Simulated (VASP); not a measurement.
# CeC (Imm2) in VASP: single point with PBEsol

Aim: the single point of CeC with PBEsol.

Program: VASP 6.6.1. These are calculated values, not measurements. Logs are shortened: lines on timing, memory, paths and dates and some standing lists are left out, and cuts for length are marked.

## (1) The cell of the first run

The structure is orthorhombic, space group Imm2 (No. 44). Conventional cell: a = 3.834 Å, b = 3.834 Å, c = 5.423 Å, α = 90.00°, β = 90.00°, γ = 90.00°. Ce (site symmetry mm2) has 4 C at 2.24 to 2.47 Å within 3.0 Å. Within 3.0 Å of C (site symmetry mm2) lie 4 Ce at 2.24 to 2.47 Å.

## (2) Single point, PBEsol (atom 1 (Ce) moved 0.2 Å along y)

File INCAR:

```
ALGO = Normal
EDIFF = 1E-6
ENCUT = 520
GGA = PS
ISIF = 2
ISMEAR = 0
LASPH = True
LCHARG = False
LREAL = False
LWAVE = False
NBANDS = 15
NELM = 100
PREC = Accurate
SIGMA = 0.05
```

File KPOINTS:

```
k-points
0
Gamma
  10 10 10
```

File POSCAR:

```
CeC
1.0
    0.0000000000      2.7113585900      2.7113585900
    2.7113585900      0.0000000000      2.7113585900
    2.7113585900      2.7113585900      0.0000000000
Ce C
1 1
Direct
    0.0368818792     -0.0368818792      0.0368818792
    0.2500000000      0.2500000000      0.2500000000
```

Potentials or basis: VASP PAW PBE potentials, release 64 (Ce, C).

On the command line:

```console
cat potpaw_PBE.64/Ce/POTCAR potpaw_PBE.64/C/POTCAR > POTCAR
mpirun -np 1 vasp_std > vasp.out
```

OUTCAR:

```text
EDIFF = 1E-6
   ENCUT = 520
   GGA = PS
   ISIF = 2
   ISMEAR = 0
   LASPH = True
   LREAL = False
   NELM = 100
   PREC = Accurate

 ion  position               nearest neighbor table
   1  0.037  0.963  0.037-   2 2.24   2 2.24   2 2.47   2 2.47
   2  0.250  0.250  0.250-   1 2.24   1 2.24   1 2.47   1 2.47

  LATTYP: Found a face centered cubic cell.
 ALAT       =     5.4227171800

  Lattice vectors:

 A1 = (   0.0000000000,   2.7113585900,   2.7113585900)
 A2 = (   2.7113585900,   0.0000000000,   2.7113585900)
 A3 = (   2.7113585900,   2.7113585900,   0.0000000000)

Analysis of symmetry for initial positions (statically):
=====================================================================
 Subroutine PRICEL returns:
 Original cell was already a primitive cell.

 Routine SETGRP: Setting up the symmetry group for a
 face centered cubic supercell.

 Subroutine GETGRP returns: Found  4 space group operations
 (whereof  4 operations were pure point group operations)
 out of a pool of 48 trial point group operations.

The static configuration has the point symmetry C_2v.

Analysis of symmetry for dynamics (positions and initial velocities):
=====================================================================
 Subroutine PRICEL returns:
 Original cell was already a primitive cell.

 Routine SETGRP: Setting up the symmetry group for a
 face centered cubic supercell.

 Subroutine GETGRP returns: Found  4 space group operations
 (whereof  4 operations were pure point group operations)
 out of a pool of 48 trial point group operations.

The dynamic configuration has the point symmetry C_2v.

 Subroutine INISYM returns: Found  4 space group operations
 (whereof  4 operations are pure point group operations),
 and found     1 'primitive' translations

----------------------------------------------------------------------------------------

                                     Primitive cell

  volume of cell :      39.8649

  direct lattice vectors                    reciprocal lattice vectors
     0.000000000  2.711358590  2.711358590    -0.184409396  0.184409396  0.184409396
     2.711358590  0.000000000  2.711358590     0.184409396 -0.184409396  0.184409396
     2.711358590  2.711358590  0.000000000     0.184409396  0.184409396 -0.184409396

  length of vectors
     3.834440090  3.834440090  3.834440090     0.319406443  0.319406443  0.319406443

  position of ions in fractional coordinates (direct lattice)
     0.036881879  0.963118121  0.036881879
     0.250000000  0.250000000  0.250000000

  ion indices of the primitive-cell ions
   primitive index   ion index
                 1           1
                 2           2

----------------------------------------------------------------------------------------

 KPOINTS: k-points

Automatic generation of k-mesh.
 Grid dimensions read from file:
 generate k-points for:   10   10   10

 Generating k-lattice:

  Cartesian coordinates                     Fractional coordinates (reciprocal lattice)
    -0.018440940  0.018440940  0.018440940     0.100000000  0.000000000  0.000000000
     0.018440940 -0.018440940  0.018440940     0.000000000  0.100000000  0.000000000
     0.018440940  0.018440940 -0.018440940     0.000000000  0.000000000  0.100000000

  Length of vectors
     0.031940644  0.031940644  0.031940644

  Shift w.r.t. Gamma in fractional coordinates (k-lattice)
     0.000000000  0.000000000  0.000000000

 Subroutine IBZKPT returns following result:
 ===========================================

 Found    171 irreducible k-points:

 Following reciprocal coordinates:
            Coordinates               Weight
  0.000000  0.000000  0.000000      1.000000
  0.100000  0.000000  0.000000      4.000000
  0.000000  0.100000  0.000000      4.000000
  0.200000  0.000000  0.000000      4.000000
  0.000000  0.200000  0.000000      4.000000
  0.300000  0.000000  0.000000      4.000000
[... 16 lines left out ...]
  0.000000  0.400000  0.100000      8.000000
  0.100000  0.000000  0.400000      4.000000
 [... further k-points ...]
   k-points           NKPTS =    171   k-points in BZ     NKDIM =    171   number of bands    NBANDS=     15
   number of dos      NEDOS =    301   number of ions     NIONS =      2
   total plane-waves  NPLWV =  27000
   dimension x,y,z NGX =    30 NGY =   30 NGZ =   30
   dimension x,y,z NGXF=    60 NGYF=   60 NGZF=   60
   ions per type =               1   1
   NGX,Y,Z   is equivalent  to a cutoff of  13.01, 13.01, 13.01 a.u.
   NGXF,Y,Z  is equivalent  to a cutoff of  26.01, 26.01, 26.01 a.u.
 SYSTEM =  unknown system
   PREC   = accura    normal or accurate (medium, high low for compatibility)
   ISTART =      0    job   : 0-new  1-cont  2-samecut
   ICHARG =      2    charge: 1-file 2-atom 10-const
   ISPIN  =      1    spin polarized calculation?
   LNONCOLLINEAR =      F non collinear calculations
   LSORBIT =      F    spin-orbit coupling
   LASPH  =      T    aspherical Exc in radial PAW
   ENCUT  =  520.0 eV  38.22 Ry    6.18 a.u.   7.13  7.13  7.13*2*pi/ulx,y,z
   NELM   =    100;   NELMIN=  2; NELMDL= -5     # of ELM steps
   EDIFF  = 0.1E-05   stopping-criterion for ELM
   LREAL  =      F    real-space projection
   EDIFFG = 0.1E-04   stopping-criterion for IOM
   NSW    =      0    number of steps for IOM
   IBRION =     -1    ionic relax: 0-MD 1-quasi-New 2-CG
   NFREE  =      0    steps in history (QN), initial steepest desc. (CG)
   ISIF   =      2    stress and relaxation
   ISYM   =      2    0-nonsym 1-usesym 2-fastsym
   POTIM  = 0.5000    time-step for ionic-motion
   TEBEG  =    0.0;   TEEND  =   0.0 temperature during run
   PSTRESS=    0.0 pullay stress
   NELECT =      16.0000    total number of electrons
   NUPDOWN=      -1.0000    fix difference up-down
   EMIN   =  10.00;   EMAX   =-10.00  energy-range for DOS
   EFERMI =   0.00;   METHOD = LEGACY
   ISMEAR =     0;   SIGMA  =   0.05  broadening in eV -4-tet -1-fermi 0-gaus
   EFERMI_NEDOS =   21; number of points for ismear=-14 and -15
   IALGO  =     38    algorithm
   IMIX   =      4    mixing-type and parameters
     AMIX     =   0.40;   BMIX     =  1.00
     AMIX_MAG =   1.60;   BMIX_MAG =  1.00
  volume/ion in A,a.u.               =      19.93       134.51
  Fermi-wavevector in a.u.,A,eV,Ry     =   1.207585  2.282006 19.840867  1.458263
  Thomas-Fermi vector in A             =   2.343219
   LORBIT       =      0    0 simple, 1 ext, 2 COOP (PROOUT), +10 PAW based schemes
   GGA     = PS    functional components
   LHFCALC =     F    Hartree Fock is set to
   AEXX    =    0.0000 exact exchange contribution
   IVDW    =     0    specifies the selected vdW correction
   LEPSILON=     F    determine dielectric tensor
   LRPA    =     F    only Hartree local field effects (RPA)
 non-spin polarized calculation
 Gauss-broadening in eV      SIGMA  =   0.05
  energy-cutoff  :      520.00
  volume of cell :       39.86
 maximum number of plane-waves:      1090
 NGX is ok and might be reduce to    30
   NGX = 15   NGY = 15   NGZ = 15

 number of electron      16.0000000 magnetization

 Free energy of the ion-electron system (eV)
  ---------------------------------------------------
  ext. energy  EPLUGINS =         0.00000000
  ---------------------------------------------------
  free energy    TOTEN  =       -15.73436225 eV

  energy without entropy =      -15.73431535  energy(sigma->0) =      -15.73433880

 E-fermi :   6.1267     XC(G=0): -10.5057

 val. band max:        6.0897839115   @ k =   0.0000   0.0000   0.0000
 cond. band min:       6.1629374601   @ k =   0.5000   0.0000   0.5000
 fundamental gap:      0.0731535485
 Fermi energy:         6.1266618255

 k-point     1 :       0.0000    0.0000    0.0000
  band No.  band energies     occupation
      1     -27.8228      2.00000
      2     -10.2341      2.00000
      3     -10.1114      2.00000
      4     -10.0411      2.00000
      5      -2.6874      2.00000
      6       3.8555      2.00000
      7       3.8916      2.00000
      8       4.0836      2.00000
      9       6.0898      1.70308
     10       6.8991      0.00000
     11       6.9127      0.00000
     12       6.9732      0.00000
     13       7.0822      0.00000
     14       7.1252      0.00000
     15       7.1819      0.00000

 k-point     2 :       0.1000    0.0000    0.0000
  band No.  band energies     occupation
      1     -27.8101      2.00000
      2     -10.2521      2.00000
      3     -10.2272      2.00000
      4     -10.0911      2.00000
      5      -2.5485      2.00000
      6       3.8591      2.00000
      7       3.9786      2.00000
      8       4.0527      2.00000
      9       6.2377      0.00168
     10       6.8911      0.00000
     11       6.9114      0.00000
     12       6.9625      0.00000
     13       7.0991      0.00000
     14       7.1333      0.00000
     15       7.1850      0.00000

 k-point     3 :       0.0000    0.1000    0.0000
  band No.  band energies     occupation
      1     -27.8093      2.00000
      2     -10.3858      2.00000
      3     -10.1527      2.00000
      4     -10.0579      2.00000
      5      -2.4807      2.00000
      6       3.7735      2.00000
      7       4.0190      2.00000
      8       4.1414      2.00000
      9       6.2133      0.01423
     10       6.8933      0.00000
     11       6.9116      0.00000
     12       6.9459      0.00000
     13       7.0906      0.00000
     14       7.1723      0.00000
     15       7.2147      0.00000
[... 343 lines left out ...]
 k-point    23 :       0.0000    0.4000    0.1000
  band No.  band energies     occupation
      1     -27.6956      2.00000
      2     -11.4778      2.00000
      3     -10.3656      2.00000
      4     -10.2378      2.00000
      5      -1.3541      2.00000
      6       4.2399      2.00000
      7       4.8756      2.00000
      8       5.0690      2.00000
      9       6.5482      0.00000
     10       6.8382      0.00000
     11       6.9136      0.00000
     12       6.9496      0.00000
     13       7.0559      0.00000
     14       7.2054      0.00000
     15       7.3371      0.00000

 k-point    24 :       0.1000    0.0000    0.4000
  band No.  band energies     occupation
      1     -27.7021      2.00000
      2     -11.2165      2.00000
      3     -10.4358      2.00000
      4     -10.2731      2.00000
      5      -1.8171      2.00000
      6       4.0139      2.00000
      7       4.7715      2.00000
      8       4.9836      2.00000
      9       6.6227      0.00000
     10       6.8124      0.00000
     11       6.8726      0.00000
     12       6.9497      0.00000
     13       7.0538      0.00000
     14       7.1421      0.00000
     15       7.2503      0.00000

 [... further k-points ...]
[... 5 lines left out ...]
  --------------------------------------------------------------------------------------
  -------------------------------------------------------------------------------------
  Total        0.4173468     -0.0251466      0.4173468      0.0000000      0.0000000      1.0171179
  in kB       16.7732319     -1.0106452     16.7732319      0.0000000      0.0000000     40.8781303
  external PRESSURE =      10.8452729 kB  Pullay stress =       0.0000000 kB

 VOLUME and BASIS-vectors are now :
 -----------------------------------------------------------------------------
  energy-cutoff  :      520.00
  volume of cell :       39.86
      direct lattice vectors                 reciprocal lattice vectors
     0.000000000  2.711358590  2.711358590    -0.184409396  0.184409396  0.184409396
     2.711358590  0.000000000  2.711358590     0.184409396 -0.184409396  0.184409396
     2.711358590  2.711358590  0.000000000     0.184409396  0.184409396 -0.184409396

 POSITION                                       TOTAL-FORCE (eV/Angst)
 -----------------------------------------------------------------------------------
      2.71136      0.20000      2.71136        -0.000000     -1.138049     -0.000000
      1.35568      1.35568      1.35568         0.000000      1.138049      0.000000
 -----------------------------------------------------------------------------------
    total drift:                                0.000000     -0.000057      0.000000

  FREE ENERGIE OF THE ION-ELECTRON SYSTEM (eV)
  ---------------------------------------------------
  free  energy   TOTEN  =       -15.7343622452 eV

  energy  without entropy=      -15.7343153539  energy(sigma->0) =      -15.73433880
```

Run time: 78 s. Hardware: 1 thread of Intel Xeon 6975P-C (Granite Rapids), shared host; peak memory 0.28 GiB.

Results:

```
Free energy            : -15.7344 eV
Pressure               : 1.1 GPa
Largest force          : 1.138 eV/Å
Band gap on the k mesh : zero (band 8 reaches 6.16 eV, above the bottom of band 9 at 6.09 eV)
```

Forces on the atoms (eV/Å):
```
Ce   0.000 -1.138  0.000
C    0.000  1.138  0.000
```

Levels at points of the mesh, in eV from the Fermi level:
```tsv
k point	band 5	band 6	band 7	band 8	band 9	band 10	band 11	band 12
(0.00, 0.00, 0.00)	-8.81	-2.27	-2.24	-2.04	-0.04	0.77	0.79	0.85
(0.50, 0.00, 0.00)	-8.01	-1.98	-1.44	-0.67	0.47	0.67	0.73	0.79
(0.00, 0.50, 0.00)	-7.47	-1.64	-1.19	-0.49	0.42	0.72	0.77	0.89
(0.50, 0.50, 0.00)	-7.24	-3.18	-0.22	-0.20	0.65	0.70	0.72	0.81
(0.50, 0.00, 0.50)	-7.50	-3.03	-0.20	0.04	0.61	0.68	0.81	0.81
```

Caveat: the cell differs from its parent crystal (atom 1 (Ce) moved 0.2 Å along y); the PAW data sets were made with another functional, which shifts forces and pressure a little; spin-orbit coupling is left out, which moves the levels of the heavy elements; without U or exact exchange the open f shell lies at the Fermi level, which spoils levels, moments and volumes. Spin polarisation is off, so any magnetic state and its effect on volume and gap are missing.
